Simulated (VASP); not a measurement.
Here is a VASP 6.6.1 calculation.

Contents of INCAR:

```
PREC = Accurate ; ENCUT = 520
EDIFF = 1E-6 ; ISMEAR = 0
SIGMA = 0.1 ; LREAL = False
LASPH = True ; NELM = 80
ALGO = Normal ; ISIF = 2
LWAVE = False ; LCHARG = False
GGA = PE ; NBANDS = 58
```

The input KPOINTS:

```
regular mesh
0
Gamma
  4 6 4
```

Contents of POSCAR:

```
GePt
1.0
    5.7560126200      0.0000000000      0.0000000000
    0.0000000000      3.7300318100      0.0000000000
    0.0000000000      0.0000000000      6.1115638700
Ge Pt
4 4
Direct
    0.8139321600      0.7500000000      0.5880128600
    0.1860678400      0.2500000000      0.4119871400
    0.3139321600      0.7500000000      0.9119871400
    0.6860678400      0.2500000000      0.0880128600
    0.0018518400      0.7500000000      0.1927088600
    0.9981481600      0.2500000000      0.8072911400
    0.5018518400      0.7500000000      0.3072911400
    0.4981481600      0.2500000000      0.6927088600
```

Potentials or basis: VASP PAW PBE potentials, release 64 (Ge_d, Pt).

Run with:

```sh
$ cat potpaw_PBE.64/Ge_d/POTCAR potpaw_PBE.64/Pt/POTCAR > POTCAR
$ mpirun -np 1 vasp_std > vasp.out
```

Task: What does it give for the band gap on the k mesh?

Result: Zero (band 48 reaches 10.27 eV, above the bottom of band 49 at 9.09 eV).

Task: Estimate the largest force.

Result: 0.118 eV/Å.

Task: What does it give for the pressure?

Result: 4.8 GPa.

Stress tensor (GPa, compression positive):
```
5.28 0.00 0.00
0.00 4.03 0.00
0.00 0.00 5.00
```

Caveat: spin-orbit coupling is left out, which moves the levels of the heavy elements.
